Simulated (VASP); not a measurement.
# BeS (F-43m) in VASP: a series of runs, part 2 of 2

VASP 6.6.1. The steps go on from the part before.

## 3. Electric field gradients, PBE (volume scaled by 0.98)

Contents of INCAR:

```
SYSTEM = BeS
ALGO     = Normal         ! electronic algorithm
EDIFF    = 1E-8           ! SCF threshold, eV
ENCUT    = 520            ! plane-wave cutoff, eV
GGA      = PE             ! functional
ISIF     = 2              ! what is computed and relaxed
ISMEAR   = -1             ! smearing method
LASPH    = .TRUE.         ! aspherical terms in the spheres
LCHARG   = .FALSE.        ! write CHGCAR
LEFG     = .TRUE.       
LREAL    = .FALSE.        ! projectors in reciprocal space
LWAVE    = .FALSE.        ! write WAVECAR
NBANDS   = 11             ! bands
NELM     = 60             ! most SCF steps
PREC     = Accurate       ! precision mode
SIGMA    = 0.02           ! smearing width, eV
```

Contents of KPOINTS:

```
k-points
0
G
  9 9 9
  0 0 0
```

Contents of POSCAR:

```
BeS
1.0
    0.0000000000      2.4087243418      2.4087243418
    2.4087243418      0.0000000000      2.4087243418
    2.4087243418      2.4087243418      0.0000000000
Be S
1 1
Direct
    0.0000000000      0.0000000000      0.0000000000
    0.7500000000      0.7500000000      0.7500000000
```

Potentials or basis: VASP PAW PBE potentials, release 64 (Be, S).

On the command line:

```
cat potpaw_PBE.64/Be/POTCAR potpaw_PBE.64/S/POTCAR > POTCAR
mpirun -np 1 vasp_std > vasp.out
```

OUTCAR:

```text
SYSTEM = BeS
   EDIFF = 1E-8
   ENCUT = 520
   GGA = PE
   ISIF = 2
   ISMEAR = -1
   LASPH = .TRUE.
   LREAL = .FALSE.
   NELM = 60
   PREC = Accurate

 ion  position               nearest neighbor table
   1  0.000  0.000  0.000-   2 2.09   2 2.09   2 2.09   2 2.09
   2  0.750  0.750  0.750-   1 2.09   1 2.09   1 2.09   1 2.09

  LATTYP: Found a face centered cubic cell.
 ALAT       =     4.8174486836

  Lattice vectors:

 A1 = (   0.0000000000,   2.4087243418,   2.4087243418)
 A2 = (   2.4087243418,   0.0000000000,   2.4087243418)
 A3 = (   2.4087243418,   2.4087243418,   0.0000000000)

Analysis of symmetry for initial positions (statically):
=====================================================================
 Subroutine PRICEL returns:
 Original cell was already a primitive cell.

 Routine SETGRP: Setting up the symmetry group for a
 face centered cubic supercell.

 Subroutine GETGRP returns: Found 24 space group operations
 (whereof 24 operations were pure point group operations)
 out of a pool of 48 trial point group operations.

The static configuration has the point symmetry T_d .

Analysis of symmetry for dynamics (positions and initial velocities):
=====================================================================
 Subroutine PRICEL returns:
 Original cell was already a primitive cell.

 Routine SETGRP: Setting up the symmetry group for a
 face centered cubic supercell.

 Subroutine GETGRP returns: Found 24 space group operations
 (whereof 24 operations were pure point group operations)
 out of a pool of 48 trial point group operations.

The dynamic configuration has the point symmetry T_d .

[... 162 lines left out ...]
      8      10.4451      0.00000
      9      17.2393      0.00000
     10      17.2393      0.00000
     11      19.4159      0.00000
[... 309 lines left out ...]
 k-point    24 :       0.4444    0.4444    0.0000
  band No.  band energies     occupation
      1      -7.3159      2.00000
      2      -0.5833      2.00000
      3       1.7295      2.00000
      4       1.7295      2.00000
      5       7.5470      0.00000
      6       9.3571      0.00000
      7      16.8909      0.00000
      8      16.8909      0.00000
      9      19.7814      0.00000
     10      20.6448      0.00000
     11      21.9380      0.00000

 [... further k-points ...]
[... 5 lines left out ...]
  --------------------------------------------------------------------------------------
  -------------------------------------------------------------------------------------
  Total        0.6315259      0.6315259      0.6315259      0.0000000     -0.0000000     -0.0000000
  in kB       36.2001562     36.2001562     36.2001562      0.0000000     -0.0000000     -0.0000000
  external PRESSURE =      36.2001562 kB  Pullay stress =       0.0000000 kB

 VOLUME and BASIS-vectors are now :
 -----------------------------------------------------------------------------
  energy-cutoff  :      520.00
  volume of cell :       27.95
      direct lattice vectors                 reciprocal lattice vectors
     0.000000000  2.408724342  2.408724342    -0.207578755  0.207578755  0.207578755
     2.408724342  0.000000000  2.408724342     0.207578755 -0.207578755  0.207578755
     2.408724342  2.408724342  0.000000000     0.207578755  0.207578755 -0.207578755

 POSITION                                       TOTAL-FORCE (eV/Angst)
 -----------------------------------------------------------------------------------
      0.00000      0.00000      0.00000        -0.000000     -0.000000     -0.000000
      3.61309      3.61309      3.61309         0.000000      0.000000      0.000000
 -----------------------------------------------------------------------------------
    total drift:                               -0.000000     -0.000000     -0.000000

  FREE ENERGIE OF THE ION-ELECTRON SYSTEM (eV)
  ---------------------------------------------------
  free  energy   TOTEN  =       -10.0018354697 eV

  energy  without entropy=      -10.0018354697  energy(sigma->0) =      -10.00183547

 Electric field gradients (V/A^2)
---------------------------------------------------------------------
 ion       V_xx      V_yy      V_zz      V_xy      V_xz      V_yz
---------------------------------------------------------------------
   1      -0.000    -0.000    -0.000    -0.000    -0.000    -0.000
   2      -0.000    -0.000    -0.000     0.000     0.000     0.000
---------------------------------------------------------------------

 Electric field gradients after diagonalization (V/A^2)
 (convention: |V_zz| > |V_xx| > |V_yy|)
----------------------------------------------------------------------
 ion       V_xx      V_yy      V_zz     asymmetry (V_yy - V_xx)/ V_zz
----------------------------------------------------------------------
   1       0.000     0.000    -0.000       0.000
   2      -0.000    -0.000     0.000       0.000
----------------------------------------------------------------------

           NMR quadrupolar parameters

 Cq : quadrupolar parameter    Cq=e*Q*V_zz/h
 eta: asymmetry parameters     (V_yy - V_xx)/ V_zz
 Q  : nuclear electric quadrupole moment in mb (millibarn)
----------------------------------------------------------------------
 ion       Cq(MHz)       eta       Q (mb)
----------------------------------------------------------------------
   1      -0.000       0.000       1.000
   2       0.000       0.000       1.000
----------------------------------------------------------------------
```

stdout:

```text
POSCAR found type information on POSCAR BeS
 POSCAR found :  2 types and       2 ions
 scaLAPACK will be used
 LDA part: xc-table for (Slater+PW92), standard interpolation
 POSCAR, INCAR and KPOINTS ok, starting setup
 FFT: planning ... GRIDC
 FFT: planning ... GRID_SOFT
 FFT: planning ... GRID
 WAVECAR not read
 entering main loop
ion   1

ion   2
```

It took 28 s on 1 thread of Intel Xeon Platinum 8259CL at 2.50GHz (Skylake/Cascade Lake), shared host; peak memory 0.15 GiB.

Results:

```
Free energy            : -10.0018 eV
Pressure               : 3.6 GPa
Band gap on the k mesh : 3.16 eV, indirect (least direct gap 5.66 eV)
```

Caveat: without QUAD_EFG the Cq values of the log hold for a quadrupole moment of 1 mb, not for the nuclei.
